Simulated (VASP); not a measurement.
# Fe2O3 (Cmcm) in VASP: single point with PBE

Aim: the single point of Fe2O3 with PBE.

Program: VASP 6.6.1. These are calculated values, not measurements. Logs are shortened: lines on timing, memory, paths and dates and some standing lists are left out, and cuts for length are marked.

## (1) The cell of the first run

It takes space group Cmcm (No. 63, orthorhombic). The conventional cell has a = 2.784 Å, b = 9.262 Å, c = 6.924 Å, α = 90.00°, β = 90.00°, γ = 90.00°. Within 2.5 Å of Fe (site symmetry 2/m) lie 6 O at 1.92 Å. Fe (site symmetry m2m) has 8 O at 2.05 to 2.39 Å within 2.7 Å. Within 2.5 Å of O (site symmetry m2m) lie 4 Fe at 1.92 to 2.05 Å. Within 2.5 Å of O (site symmetry m) lie 5 Fe at 1.92 to 2.39 Å.

## (2) Single point, PBE, collinear spin, ferromagnetic start

File INCAR:

```
SYSTEM = Fe2O3
  PREC = Accurate
  ENCUT = 520
  EDIFF = 1E-6
  ISMEAR = 0
  SIGMA = 0.1
  LREAL = .False.
  LASPH = .True.
  NELM = 150
  ALGO = Normal
  ISIF = 2
  LWAVE = .False.
  LCHARG = .False.
  ISPIN = 2
  MAGMOM = 3.52 3.52 3.93 3.93 0.3 0.3 0.37 0.37 0.37 0.37
  LORBIT = 11
  LMAXMIX = 4
  GGA = PE
  NBANDS = 49
```

File KPOINTS:

```
regular mesh
0
Gamma
  6 6 4
  0 0 0
```

File POSCAR:

```
Fe2O3
1.0
    1.3921343883     -4.6311167113      0.0000000000
    1.3921343883      4.6311167113      0.0000000000
    0.0000000000      0.0000000000      6.9241382501
Fe O
4 6
Direct
    0.0000000000      0.0000000000      0.0000000000
    0.0000000000      0.0000000000      0.5000000000
    0.7522986813      0.2477013187      0.7500000000
    0.2477013187      0.7522986813      0.2500000000
    0.0891287299      0.9108712701      0.7500000000
    0.9108712701      0.0891287299      0.2500000000
    0.3640326971      0.6359673029      0.9414834540
    0.6359673029      0.3640326971      0.0585165460
    0.3640326971      0.6359673029      0.5585165460
    0.6359673029      0.3640326971      0.4414834540
```

Potentials or basis: VASP PAW PBE potentials, release 64 (Fe, O).

Run with:

```
$ cat potpaw_PBE.64/Fe/POTCAR potpaw_PBE.64/O/POTCAR > POTCAR
$ mpirun -np 1 vasp_std > vasp.out
```

OUTCAR:

```text
SYSTEM = Fe2O3
   PREC = Accurate
   ENCUT = 520
   EDIFF = 1E-6
   ISMEAR = 0
   LREAL = .False.
   LASPH = .True.
   NELM = 150
   ISIF = 2
   ISPIN = 2
   LORBIT = 11
   GGA = PE

 ion  position               nearest neighbor table
   1  0.000  0.000  0.000-   5 1.92   6 1.92   8 1.92   7 1.92   8 1.92   7 1.92   3 2.87   4 2.87

   2  0.000  0.000  0.500-   5 1.92   6 1.92  10 1.92   9 1.92  10 1.92   9 1.92   3 2.87   4 2.87

   3  0.752  0.248  0.750-   5 2.05   5 2.05   7 2.18   7 2.18   9 2.18   9 2.18  10 2.39   8 2.39
                             2 2.87   1 2.87
   4  0.248  0.752  0.250-   6 2.05   6 2.05  10 2.18   8 2.18   8 2.18  10 2.18   9 2.39   7 2.39
                             2 2.87   1 2.87
   5  0.089  0.911  0.750-   1 1.92   2 1.92   3 2.05   3 2.05
   6  0.911  0.089  0.250-   1 1.92   2 1.92   4 2.05   4 2.05
   7  0.364  0.636  0.941-   1 1.92   1 1.92   3 2.18   3 2.18   4 2.39
   8  0.636  0.364  0.059-   1 1.92   1 1.92   4 2.18   4 2.18   3 2.39
   9  0.364  0.636  0.559-   2 1.92   2 1.92   3 2.18   3 2.18   4 2.39
  10  0.636  0.364  0.441-   2 1.92   2 1.92   4 2.18   4 2.18   3 2.39

  LATTYP: Found a base centered orthorhombic cell.
 ALAT       =     2.7842687766
 B/A-ratio  =     3.3266304965
 C/A-ratio  =     2.4868785328

  Lattice vectors:

 A1 = (   1.3921343883,  -4.6311167113,   0.0000000000)
 A2 = (   1.3921343883,   4.6311167113,   0.0000000000)
 A3 = (   0.0000000000,   0.0000000000,   6.9241382501)

Analysis of symmetry for initial positions (statically):
=====================================================================
 Subroutine PRICEL returns:
 Original cell was already a primitive cell.

 Routine SETGRP: Setting up the symmetry group for a
 base centered orthorhombic supercell.

 Subroutine GETGRP returns: Found  8 space group operations
 (whereof  4 operations were pure point group operations)
 out of a pool of  8 trial point group operations.

The static configuration has the point symmetry C_2h.
 The point group associated with its full space group is D_2h.

Analysis of symmetry for dynamics (positions and initial velocities):
=====================================================================
 Subroutine PRICEL returns:
 Original cell was already a primitive cell.

 Routine SETGRP: Setting up the symmetry group for a
 base centered orthorhombic supercell.

 Subroutine GETGRP returns: Found  8 space group operations
 (whereof  4 operations were pure point group operations)
 out of a pool of  8 trial point group operations.

The dynamic configuration has the point symmetry C_2h.
 The point group associated with its full space group is D_2h.

Analysis of structural, dynamic, and magnetic symmetry:
=====================================================================
 Subroutine PRICEL returns:
 Original cell was already a primitive cell.

 Routine SETGRP: Setting up the symmetry group for a
 base centered orthorhombic supercell.

 Subroutine GETGRP returns: Found  8 space group operations
 (whereof  4 operations were pure point group operations)
 out of a pool of  8 trial point group operations.

The overall configuration has the point symmetry C_2h.
 The point group associated with its full space group is D_2h.

 Subroutine INISYM returns: Found  8 space group operations
 (whereof  4 operations are pure point group operations),
 and found     1 'primitive' translations

----------------------------------------------------------------------------------------

                                     Primitive cell

  volume of cell :      89.2817

  direct lattice vectors                    reciprocal lattice vectors
     1.392134388 -4.631116711  0.000000000     0.359160728 -0.107965320  0.000000000
     1.392134388  4.631116711  0.000000000     0.359160728  0.107965320  0.000000000
     0.000000000  0.000000000  6.924138250     0.000000000  0.000000000  0.144422304

  length of vectors
     4.835832932  4.835832932  6.924138250     0.375037250  0.375037250  0.144422304

  position of ions in fractional coordinates (direct lattice)
     0.000000000  0.000000000  0.000000000
     0.000000000  0.000000000  0.500000000
     0.752298681  0.247701319  0.750000000
     0.247701319  0.752298681  0.250000000
     0.089128730  0.910871270  0.750000000
     0.910871270  0.089128730  0.250000000
     0.364032697  0.635967303  0.941483454
     0.635967303  0.364032697  0.058516546
     0.364032697  0.635967303  0.558516546
     0.635967303  0.364032697  0.441483454

  ion indices of the primitive-cell ions
   primitive index   ion index
                 1           1
                 2           2
                 3           3
                 4           4
                 5           5
                 6           6
                 7           7
                 8           8
                 9           9
                10          10

----------------------------------------------------------------------------------------

 KPOINTS: regular mesh

Automatic generation of k-mesh.
 Grid dimensions read from file:
 generate k-points for:    6    6    4

 Generating k-lattice:

  Cartesian coordinates                     Fractional coordinates (reciprocal lattice)
     0.059860121 -0.017994220  0.000000000     0.166666667  0.000000000  0.000000000
     0.059860121  0.017994220  0.000000000     0.000000000  0.166666667  0.000000000
     0.000000000  0.000000000  0.036105576     0.000000000  0.000000000  0.250000000

  Length of vectors
     0.062506208  0.062506208  0.036105576

  Shift w.r.t. Gamma in fractional coordinates (k-lattice)
     0.000000000  0.000000000  0.000000000

 Subroutine IBZKPT returns following result:
 ===========================================

 Found     39 irreducible k-points:

 Following reciprocal coordinates:
            Coordinates               Weight
  0.000000  0.000000  0.000000      1.000000
  0.166667 -0.000000  0.000000      4.000000
  0.333333 -0.000000  0.000000      4.000000
  0.500000 -0.000000  0.000000      2.000000
  0.166667  0.166667  0.000000      2.000000
  0.333333  0.166667  0.000000      4.000000
[... 16 lines left out ...]
  0.333333  0.333333  0.250000      4.000000
  0.500000  0.333333  0.250000      8.000000
 [... further k-points ...]
   k-points           NKPTS =     39   k-points in BZ     NKDIM =     39   number of bands    NBANDS=     49
   number of dos      NEDOS =    301   number of ions     NIONS =     10
   total plane-waves  NPLWV =  69984
   dimension x,y,z NGX =    36 NGY =   36 NGZ =   54
   dimension x,y,z NGXF=    72 NGYF=   72 NGZF=  108
   ions per type =               4   6
   NGX,Y,Z   is equivalent  to a cutoff of  12.38, 12.38, 12.97 a.u.
   NGXF,Y,Z  is equivalent  to a cutoff of  24.75, 24.75, 25.93 a.u.
 SYSTEM =  Fe2O3
   PREC   = accura    normal or accurate (medium, high low for compatibility)
   ISTART =      0    job   : 0-new  1-cont  2-samecut
   ICHARG =      2    charge: 1-file 2-atom 10-const
   ISPIN  =      2    spin polarized calculation?
   LNONCOLLINEAR =      F non collinear calculations
   LSORBIT =      F    spin-orbit coupling
   LASPH  =      T    aspherical Exc in radial PAW
   ENCUT  =  520.0 eV  38.22 Ry    6.18 a.u.   8.99  8.99 12.87*2*pi/ulx,y,z
   NELM   =    150;   NELMIN=  2; NELMDL= -5     # of ELM steps
   EDIFF  = 0.1E-05   stopping-criterion for ELM
   LREAL  =      F    real-space projection
   EDIFFG = 0.1E-04   stopping-criterion for IOM
   NSW    =      0    number of steps for IOM
   IBRION =     -1    ionic relax: 0-MD 1-quasi-New 2-CG
   NFREE  =      0    steps in history (QN), initial steepest desc. (CG)
   ISIF   =      2    stress and relaxation
   ISYM   =      2    0-nonsym 1-usesym 2-fastsym
   POTIM  = 0.5000    time-step for ionic-motion
   TEBEG  =    0.0;   TEEND  =   0.0 temperature during run
   PSTRESS=    0.0 pullay stress
   NELECT =      68.0000    total number of electrons
   NUPDOWN=      -1.0000    fix difference up-down
   EMIN   =  10.00;   EMAX   =-10.00  energy-range for DOS
   EFERMI =   0.00;   METHOD = LEGACY
   ISMEAR =     0;   SIGMA  =   0.10  broadening in eV -4-tet -1-fermi 0-gaus
   EFERMI_NEDOS =   21; number of points for ismear=-14 and -15
   IALGO  =     38    algorithm
   IMIX   =      4    mixing-type and parameters
     AMIX     =   0.40;   BMIX     =  1.00
     AMIX_MAG =   1.60;   BMIX_MAG =  1.00
  volume/ion in A,a.u.               =       8.93        60.25
  Fermi-wavevector in a.u.,A,eV,Ry     =   1.495054  2.825243 30.411565  2.235187
  Thomas-Fermi vector in A             =   2.607248
   LORBIT       =     11    0 simple, 1 ext, 2 COOP (PROOUT), +10 PAW based schemes
   GGA     = PE    functional components
   LHFCALC =     F    Hartree Fock is set to
   AEXX    =    0.0000 exact exchange contribution
   IVDW    =     0    specifies the selected vdW correction
   LEPSILON=     F    determine dielectric tensor
   LRPA    =     F    only Hartree local field effects (RPA)
 spin polarized calculation
 Gauss-broadening in eV      SIGMA  =   0.10
  energy-cutoff  :      520.00
  volume of cell :       89.28
 maximum number of plane-waves:      2428
   NGX = 17   NGY = 17   NGZ = 25

 number of electron      67.9999978 magnetization      11.9829624

 Free energy of the ion-electron system (eV)
  ---------------------------------------------------
  ext. energy  EPLUGINS =         0.00000000
  ---------------------------------------------------
  free energy    TOTEN  =       -73.31808932 eV

  energy without entropy =      -73.28030507  energy(sigma->0) =      -73.29919719

 E-fermi :   5.4881     XC(G=0): -12.4452

 val. band max:        5.4813458581   @ k =   0.5000  -0.0000   0.2500
 cond. band min:       5.5046678219   @ k =   0.1667  -0.0000   0.2500
 fundamental gap:      0.0233219638
 Fermi energy:         5.4880674521

 spin component 1

 k-point     1 :       0.0000    0.0000    0.0000
  band No.  band energies     occupation
      1     -15.1483      1.00000
      2     -14.1659      1.00000
      3     -13.5204      1.00000
      4     -13.2711      1.00000
      5     -13.0871      1.00000
      6     -12.8960      1.00000
[... 1165 lines left out ...]
     45      12.4656      0.00000
     46      12.9887      0.00000

 [... further k-points ...]

 spin component 2

 k-point     1 :       0.0000    0.0000    0.0000
  band No.  band energies     occupation
      1     -14.7921      1.00000
      2     -13.8051      1.00000
      3     -13.1468      1.00000
      4     -12.8884      1.00000
      5     -12.6976      1.00000
      6     -12.5068      1.00000
[... 1165 lines left out ...]
     45      13.3870      0.00000
     46      13.9636      0.00000

 [... further k-points ...]

 [bands above 46 left out]

------------------------ aborting loop because EDIFF is reached ----------------------------------------

  FORCE on cell =-STRESS in cart. coord.  units (eV):
  Direction    XX          YY          ZZ          XY          YZ          ZX
  --------------------------------------------------------------------------------------
  -------------------------------------------------------------------------------------
  Total        0.5494337      0.5117448      0.3915076      0.0000000     -0.0000000      0.0000000
  in kB        9.8596907      9.1833554      7.0256772      0.0000000     -0.0000000      0.0000000
  external PRESSURE =       8.6895744 kB  Pullay stress =       0.0000000 kB

 VOLUME and BASIS-vectors are now :
 -----------------------------------------------------------------------------
  energy-cutoff  :      520.00
  volume of cell :       89.28
      direct lattice vectors                 reciprocal lattice vectors
     1.392134388 -4.631116711  0.000000000     0.359160728 -0.107965320  0.000000000
     1.392134388  4.631116711  0.000000000     0.359160728  0.107965320  0.000000000
     0.000000000  0.000000000  6.924138250     0.000000000  0.000000000  0.144422304

 POSITION                                       TOTAL-FORCE (eV/Angst)
 -----------------------------------------------------------------------------------
      0.00000      0.00000      0.00000         0.000000      0.000000     -0.000000
      0.00000      0.00000      3.46207        -0.000000      0.000000     -0.000000
      1.39213     -2.33685      5.19310         0.000000     -0.011970     -0.000000
      1.39213      2.33685      1.73103         0.000000      0.011970     -0.000000
      1.39213      3.80559      5.19310         0.000000     -0.022853     -0.000000
      1.39213     -3.80559      1.73103         0.000000      0.022853     -0.000000
      1.39213      1.25936      6.51896         0.000000      0.092020     -0.035767
      1.39213     -1.25936      0.40518         0.000000     -0.092020      0.035767
      1.39213      1.25936      3.86725         0.000000      0.092020      0.035767
      1.39213     -1.25936      3.05689         0.000000     -0.092020     -0.035767
 -----------------------------------------------------------------------------------
    total drift:                               -0.000000      0.000000      0.000000

  FREE ENERGIE OF THE ION-ELECTRON SYSTEM (eV)
  ---------------------------------------------------
  free  energy   TOTEN  =       -73.3180893169 eV

  energy  without entropy=      -73.2803050703  energy(sigma->0) =      -73.29919719

 total charge

# of ion       s       p       d       tot
------------------------------------------
    1        0.424   0.684   6.215   7.323
    2        0.424   0.684   6.215   7.323
    3        0.299   0.390   5.946   6.635
    4        0.299   0.390   5.946   6.635
    5        1.569   3.440   0.000   5.009
    6        1.569   3.440   0.000   5.009
    7        1.571   3.418   0.000   4.990
    8        1.571   3.418   0.000   4.990
    9        1.571   3.418   0.000   4.990
   10        1.571   3.418   0.000   4.990
--------------------------------------------------
tot         10.869  22.701  24.322  57.892

 magnetization (x)

# of ion       s       p       d       tot
------------------------------------------
    1        0.015   0.025   1.434   1.473
    2        0.015   0.025   1.434   1.473
    3        0.019   0.019   3.707   3.745
    4        0.019   0.019   3.707   3.745
    5        0.015   0.183   0.000   0.198
    6        0.015   0.183   0.000   0.198
    7        0.014   0.192   0.000   0.206
    8        0.014   0.192   0.000   0.206
    9        0.014   0.192   0.000   0.206
   10        0.014   0.192   0.000   0.206
--------------------------------------------------
tot          0.153   1.221  10.281  11.655
```

It took 9.4 min on 1 thread of Intel Xeon 6975P-C (Granite Rapids), shared host; peak memory 0.44 GiB.

What came out:

* Free energy: -73.3181 eV
* Pressure: 0.9 GPa
* Largest force: 0.099 eV/Å
* Band gap on the k mesh: zero (filled and empty bands overlap)
* Net moment: 11.98 μB per cell
* Site moments: Fe +1.47, +3.75; O +0.20, +0.21 μB
* Valence electrons inside the program's atomic spheres: Fe 7.32, 6.63; O 5.01, 4.99

Forces on the atoms (eV/Å):
```
Fe   0.000  0.000  0.000
Fe   0.000  0.000  0.000
Fe   0.000 -0.012  0.000
Fe   0.000  0.012  0.000
O    0.000 -0.023  0.000
O    0.000  0.023  0.000
O    0.000  0.092 -0.036
O    0.000 -0.092  0.036
O    0.000  0.092  0.036
O    0.000 -0.092 -0.036
```

Caveat: the k points lie up to 0.39 Å⁻¹ apart; semilocal functionals often make such compounds metallic where correlation or magnetic order opens a gap, which also shifts bond lengths; only a ferromagnetic start was run, and an antiferromagnetic order may lie lower in energy. With open d or f shells a metallic result of PBE can be an artefact of self-interaction; +U or a hybrid may open a gap.
